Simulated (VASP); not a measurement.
# CaSi2ClO4 (P-1) in VASP: single point with r2SCAN

Aim: the single point of CaSi2ClO4 with r2SCAN.

All numbers are computed with VASP 6.6.1; they aren't measurements. Logs are shortened: lines on timing, memory, paths and dates and some standing lists are left out, and cuts for length are marked.

## (1) The cell of the first run

The typed cell holds 16 atoms: a = 4.445 Å, b = 6.932 Å, c = 8.561 Å, α = 82.15°, β = 89.21°, γ = 72.05°.

## (2) Single point, r2SCAN

The input, POSCAR:

```
CaSi2ClO4
1.0
    4.4454500000      0.0000000000      0.0000000000
    2.1365540000      6.5944210000      0.0000000000
    0.1186360000      1.1903970000      8.4773030000
Ca Si O Cl
2 4 8 2
Direct
    0.2111400000      0.0324900000      0.2218100000
    0.7888600000      0.9675100000      0.7781900000
    0.4408000000      0.4350000000      0.1949000000
    0.5592000000      0.5650000000      0.8051000000
    0.8354000000      0.6489000000      0.1497000000
    0.1646000000      0.3511000000      0.8503000000
    0.8346000000      0.8483000000      0.0807000000
    0.1654000000      0.1517000000      0.9193000000
    0.6331000000      0.2357000000      0.2106000000
    0.3669000000      0.7643000000      0.7894000000
    0.5192000000      0.6263000000      0.1823000000
    0.4808000000      0.3737000000      0.8177000000
    0.0970000000      0.4624000000      0.1772000000
    0.9030000000      0.5376000000      0.8228000000
    0.8532000000      0.7973000000      0.4572000000
    0.1468000000      0.2027000000      0.5428000000
```

The input, INCAR.step1:

```
SYSTEM = CaSi2ClO4
ALGO = Normal
EDIFF = 1E-4
ENCUT = 520
GGA = PE
ISMEAR = 0
LASPH = .TRUE.
LCHARG = .FALSE.
LREAL = Auto
LWAVE = .TRUE.
NBANDS = 63
NELM = 100
PREC = Accurate
SIGMA = 0.077
```

The input, INCAR.step2:

```
SYSTEM = CaSi2ClO4
ALGO = Normal
EDIFF = 1E-6
ENCUT = 520
ISIF = 2
ISMEAR = 0
ISTART = 1
LASPH = .TRUE.
LCHARG = .FALSE.
LMIXTAU = .TRUE.
LREAL = Auto
LWAVE = .FALSE.
METAGGA = R2SCAN
NBANDS = 63
NELM = 100
PREC = Accurate
SIGMA = 0.077
```

The input, KPOINTS:

```
Automatic mesh
0
Gamma
  4 3 2
  0.5 0.5 0
```

Potentials or basis: VASP PAW PBE potentials, release 64 (Ca_sv, Si, O, Cl).

Started as:

```bash
$ cat potpaw_PBE.64/Ca_sv/POTCAR potpaw_PBE.64/Si/POTCAR potpaw_PBE.64/O/POTCAR potpaw_PBE.64/Cl/POTCAR > POTCAR
$ cp INCAR.step1 INCAR
$ mpirun -np 1 vasp_std > vasp.out
$ cp INCAR.step2 INCAR
$ mpirun -np 1 vasp_std > vasp.out
```

OUTCAR:

```text
SYSTEM = CaSi2ClO4
   EDIFF = 1E-6
   ENCUT = 520
   ISIF = 2
   ISMEAR = 0
   ISTART = 1
   LASPH = .TRUE.
   LREAL = Auto
   METAGGA = R2SCAN
   NELM = 100
   PREC = Accurate

 ion  position               nearest neighbor table
   1  0.211  0.032  0.222-   9 2.52
   2  0.789  0.968  0.778-  10 2.52
   3  0.441  0.435  0.195-   9 1.37  11 1.46  13 1.49   5 2.62   5 2.65
   4  0.559  0.565  0.805-  10 1.37  12 1.46  14 1.49   6 2.62   6 2.65
   5  0.835  0.649  0.150-   7 1.43  13 1.44  11 1.48   3 2.62   3 2.65
   6  0.165  0.351  0.850-   8 1.43  14 1.44  12 1.48   4 2.62   4 2.65
   7  0.835  0.848  0.081-   5 1.43
   8  0.165  0.152  0.919-   6 1.43
   9  0.633  0.236  0.211-   3 1.37   1 2.52
  10  0.367  0.764  0.789-   4 1.37   2 2.52
  11  0.519  0.626  0.182-   3 1.46   5 1.48
  12  0.481  0.374  0.818-   4 1.46   6 1.48
  13  0.097  0.462  0.177-   5 1.44   3 1.49
  14  0.903  0.538  0.823-   6 1.44   4 1.49
  15  0.853  0.797  0.457-
  16  0.147  0.203  0.543-

  LATTYP: Found a triclinic cell.
 ALAT       =     9.4396810440
 B/A-ratio  =     0.4709322253
 C/A-ratio  =     1.7683029346
 COS(alpha) =     0.0032174279
 COS(beta)  =     0.6040870255
 COS(gamma) =     0.7155269303

  Lattice vectors:

 A1 = (  -6.7543460000,   6.5944210000,   0.0000000000)
 A2 = (  -4.4454500000,   0.0000000000,   0.0000000000)
 A3 = (  -0.0537060000,  14.3792390000,   8.4773030000)

Analysis of symmetry for initial positions (statically):
=====================================================================
 Subroutine PRICEL returns:
 Original cell was already a primitive cell.

 Routine SETGRP: Setting up the symmetry group for a
 triclinic supercell.

 Subroutine GETGRP returns: Found  2 space group operations
 (whereof  2 operations were pure point group operations)
 out of a pool of  2 trial point group operations.

The static configuration has the point symmetry S_2 .

Analysis of symmetry for dynamics (positions and initial velocities):
=====================================================================
 Subroutine PRICEL returns:
 Original cell was already a primitive cell.

 Routine SETGRP: Setting up the symmetry group for a
 triclinic supercell.

 Subroutine GETGRP returns: Found  2 space group operations
 (whereof  2 operations were pure point group operations)
 out of a pool of  2 trial point group operations.

The dynamic configuration has the point symmetry S_2 .

 Subroutine INISYM returns: Found  2 space group operations
 (whereof  2 operations are pure point group operations),
 and found     1 'primitive' translations

----------------------------------------------------------------------------------------

                                     Primitive cell

  volume of cell :     248.5136

  direct lattice vectors                    reciprocal lattice vectors
     4.445450000  0.000000000  0.000000000     0.224949105 -0.072882200  0.007086179
     2.136554000  6.594421000  0.000000000     0.000000000  0.151643336 -0.021294010
     0.118636000  1.190397000  8.477303000     0.000000000  0.000000000  0.117962045

  length of vectors
     4.445450000  6.931900989  8.561295794     0.236567388  0.153131108  0.117962045

  position of ions in fractional coordinates (direct lattice)
     0.211140000  0.032490000  0.221810000
     0.788860000  0.967510000  0.778190000
     0.440800000  0.435000000  0.194900000
     0.559200000  0.565000000  0.805100000
     0.835400000  0.648900000  0.149700000
     0.164600000  0.351100000  0.850300000
[... 8 lines left out ...]
     0.853200000  0.797300000  0.457200000
     0.146800000  0.202700000  0.542800000

  ion indices of the primitive-cell ions
   primitive index   ion index
                 1           1
                 2           2
                 3           3
                 4           4
                 5           5
                 6           6
[... 8 lines left out ...]
                15          15
                16          16

----------------------------------------------------------------------------------------

 KPOINTS: Automatic mesh

Automatic generation of k-mesh.
 Grid dimensions read from file:
 generate k-points for:    4    3    2

 Generating k-lattice:

  Cartesian coordinates                     Fractional coordinates (reciprocal lattice)
     0.056237276 -0.018220550  0.001771545     0.250000000  0.000000000  0.000000000
     0.000000000  0.050547779 -0.007098003     0.000000000  0.333333333 -0.000000000
     0.000000000  0.000000000  0.058981023     0.000000000  0.000000000  0.500000000

  Length of vectors
     0.059141847  0.051043703  0.058981023

  Shift w.r.t. Gamma in fractional coordinates (k-lattice)
     0.500000000  0.500000000  0.000000000

 Subroutine IBZKPT returns following result:
 ===========================================

 Found     12 irreducible k-points:

 Following reciprocal coordinates:
            Coordinates               Weight
  0.125000  0.166667  0.000000      2.000000
  0.375000  0.166667  0.000000      2.000000
 -0.375000  0.166667  0.000000      2.000000
 -0.125000  0.166667  0.000000      2.000000
  0.125000  0.500000  0.000000      2.000000
  0.375000  0.500000  0.000000      2.000000
  0.125000  0.166667  0.500000      2.000000
  0.375000  0.166667  0.500000      2.000000
 -0.375000  0.166667  0.500000      2.000000
 -0.125000  0.166667  0.500000      2.000000
  0.125000  0.500000  0.500000      2.000000
  0.375000  0.500000  0.500000      2.000000
   k-points           NKPTS =     12   k-points in BZ     NKDIM =     12   number of bands    NBANDS=     63
   number of dos      NEDOS =    301   number of ions     NIONS =     16
   total plane-waves  NPLWV = 124416
   dimension x,y,z NGX =    36 NGY =   54 NGZ =   64
   dimension x,y,z NGXF=    72 NGYF=  108 NGZF=  128
   ions per type =               2   4   8   2
   NGX,Y,Z   is equivalent  to a cutoff of  13.46, 12.95, 12.43 a.u.
   NGXF,Y,Z  is equivalent  to a cutoff of  26.93, 25.90, 24.86 a.u.
 SYSTEM =  CaSi2ClO4
   PREC   = accura    normal or accurate (medium, high low for compatibility)
   ISTART =      1    job   : 0-new  1-cont  2-samecut
   ICHARG =      0    charge: 1-file 2-atom 10-const
   ISPIN  =      1    spin polarized calculation?
   LNONCOLLINEAR =      F non collinear calculations
   LSORBIT =      F    spin-orbit coupling
   LASPH  =      T    aspherical Exc in radial PAW
   ENCUT  =  520.0 eV  38.22 Ry    6.18 a.u.   8.27 12.89 15.92*2*pi/ulx,y,z
   NELM   =    100;   NELMIN=  2; NELMDL=  0     # of ELM steps
   EDIFF  = 0.1E-05   stopping-criterion for ELM
   LREAL  =      T    real-space projection
   EDIFFG = 0.1E-04   stopping-criterion for IOM
   NSW    =      0    number of steps for IOM
[... 5 lines left out ...]
   TEBEG  =    0.0;   TEEND  =   0.0 temperature during run
   PSTRESS=    0.0 pullay stress
   NELECT =      98.0000    total number of electrons
   NUPDOWN=      -1.0000    fix difference up-down
   EMIN   =  10.00;   EMAX   =-10.00  energy-range for DOS
   EFERMI =   0.00;   METHOD = LEGACY
   ISMEAR =     0;   SIGMA  =   0.08  broadening in eV -4-tet -1-fermi 0-gaus
   EFERMI_NEDOS =   21; number of points for ismear=-14 and -15
   IALGO  =     38    algorithm
   IMIX   =      4    mixing-type and parameters
     AMIX     =   0.40;   BMIX     =  1.00
     AMIX_MAG =   1.60;   BMIX_MAG =  1.00
  volume/ion in A,a.u.               =      15.53       104.82
  Fermi-wavevector in a.u.,A,eV,Ry     =   1.200513  2.268640 19.609140  1.441231
  Thomas-Fermi vector in A             =   2.336347
   LORBIT       =      0    0 simple, 1 ext, 2 COOP (PROOUT), +10 PAW based schemes
   METAGGA = R2SCAN    functional components
   LHFCALC =     F    Hartree Fock is set to
   AEXX    =    0.0000 exact exchange contribution
   IVDW    =     0    specifies the selected vdW correction
   LEPSILON=     F    determine dielectric tensor
   LRPA    =     F    only Hartree local field effects (RPA)
 non-spin polarized calculation
 Gauss-broadening in eV      SIGMA  =   0.08
  energy-cutoff  :      520.00
  volume of cell :      248.51
 maximum number of plane-waves:      6715
 NGX is ok and might be reduce to    36
   NGX = 17   NGY = 25   NGZ = 31

 number of electron      98.0000016 magnetization

 Free energy of the ion-electron system (eV)
  ---------------------------------------------------
  ext. energy  EPLUGINS =         0.00000000
  ---------------------------------------------------
  free energy    TOTEN  =      -135.83633292 eV

  energy without entropy =     -135.83633292  energy(sigma->0) =     -135.83633292

 E-fermi :   6.2286     XC(G=0):  -9.6342

 val. band max:        5.7945186715   @ k =  -0.3750   0.1667   0.5000
 cond. band min:       6.6743432713   @ k =   0.1250   0.1667   0.5000
 fundamental gap:      0.8798245998
 Fermi energy:         6.2286340006

 k-point     1 :       0.1250    0.1667    0.0000
  band No.  band energies     occupation
      1     -39.3490      2.00000
      2     -39.3482      2.00000
      3     -22.3402      2.00000
      4     -22.2180      2.00000
      5     -20.8504      2.00000
      6     -20.8228      2.00000
[... 53 lines left out ...]
     60       8.6977      0.00000
     61       8.8176      0.00000

 k-point     2 :       0.3750    0.1667    0.0000
  band No.  band energies     occupation
      1     -39.3481      2.00000
      2     -39.3477      2.00000
      3     -21.9665      2.00000
      4     -21.8516      2.00000
      5     -21.3204      2.00000
      6     -21.2562      2.00000
[... 53 lines left out ...]
     60       8.6513      0.00000
     61       8.6872      0.00000

 k-point     3 :      -0.3750    0.1667    0.0000
  band No.  band energies     occupation
      1     -39.3481      2.00000
      2     -39.3477      2.00000
      3     -21.9733      2.00000
      4     -21.8593      2.00000
      5     -21.3125      2.00000
      6     -21.2471      2.00000
[... 565 lines left out ...]
     60       8.7064      0.00000
     61       8.7657      0.00000

 k-point    12 :       0.3750    0.5000    0.5000
  band No.  band energies     occupation
      1     -39.3481      2.00000
      2     -39.3477      2.00000
      3     -21.9715      2.00000
      4     -21.8587      2.00000
      5     -21.3135      2.00000
      6     -21.2485      2.00000
[... 53 lines left out ...]
     60       8.6406      0.00000
     61       8.8575      0.00000
 [bands above 61 left out]

------------------------ aborting loop because EDIFF is reached ----------------------------------------

  FORCE on cell =-STRESS in cart. coord.  units (eV):
  Direction    XX          YY          ZZ          XY          YZ          ZX
  --------------------------------------------------------------------------------------
  -------------------------------------------------------------------------------------
  Total       62.8229418     91.9800170      0.6558834     -8.3278506    -18.7458667     -3.8319031
  in kB      405.0221230    592.9990014      4.2285075    -53.6899995   -120.8553835    -24.7044392
  external PRESSURE =     334.0832106 kB  Pullay stress =       0.0000000 kB

 VOLUME and BASIS-vectors are now :
 -----------------------------------------------------------------------------
  energy-cutoff  :      520.00
  volume of cell :      248.51
      direct lattice vectors                 reciprocal lattice vectors
     4.445450000  0.000000000  0.000000000     0.224949105 -0.072882200  0.007086179
     2.136554000  6.594421000  0.000000000     0.000000000  0.151643336 -0.021294010
     0.118636000  1.190397000  8.477303000     0.000000000  0.000000000  0.117962045

 POSITION                                       TOTAL-FORCE (eV/Angst)
 -----------------------------------------------------------------------------------
      1.03434      0.47829      1.88035        -0.575178      0.145016      0.026146
      5.66630      7.30652      6.59695         0.575178     -0.145016     -0.026146
      2.91208      3.10058      1.65223        -1.434356      3.229801     -2.987861
      3.78856      4.68424      6.82508         1.434356     -3.229801      2.987861
      5.11790      4.45732      1.26905        -1.466364      2.330097     -0.378959
      1.58274      3.32750      7.20825         1.466364     -2.330097      0.378959
[... 8 lines left out ...]
      5.55057      5.80198      3.87582         0.034466     -0.108726     -0.486513
      1.15007      1.98284      4.60148        -0.034466      0.108726      0.486513
 -----------------------------------------------------------------------------------
    total drift:                               -0.000000      0.000000     -0.000000

  FREE ENERGIE OF THE ION-ELECTRON SYSTEM (eV)
  ---------------------------------------------------
  free  energy   TOTEN  =      -135.8363329184 eV

  energy  without entropy=     -135.8363329184  energy(sigma->0) =     -135.83633292
```

Wall time 15 min (1 thread of Intel Xeon 8259CL, shared host); peak memory 0.45 GiB.

Results:

| Property | Result |
| --- | --- |
| Free energy | -135.8363 eV |
| Pressure | 33.4 GPa |
| Largest force | 14.117 eV/Å |
| Band gap on the k mesh | 0.88 eV (least direct gap 1.27 eV) |

Forces in eV/Å, atoms in the order of the input:
```
Ca   -0.575   0.145   0.026
Ca    0.575  -0.145  -0.026
Si   -1.434   3.230  -2.988
Si    1.434  -3.230   2.988
Si   -1.466   2.330  -0.379
Si    1.466  -2.330   0.379
O     2.906   7.289  -3.680
O    -2.906  -7.289   3.680
O     4.580 -13.118   2.491
O    -4.580  13.118  -2.491
O    -2.738   6.875   3.340
O     2.738  -6.875  -3.340
O    -1.792  -5.934   2.356
O     1.792   5.934  -2.356
Cl    0.034  -0.109  -0.487
Cl   -0.034   0.109   0.487
```

Caveat: the stress differs along the axes, from 0 to 59 GPa; the PAW data sets were made with another functional, which shifts forces and pressure a little; a shifted mesh leaves out Γ, where band edges can lie. A k mesh can miss the band edges.
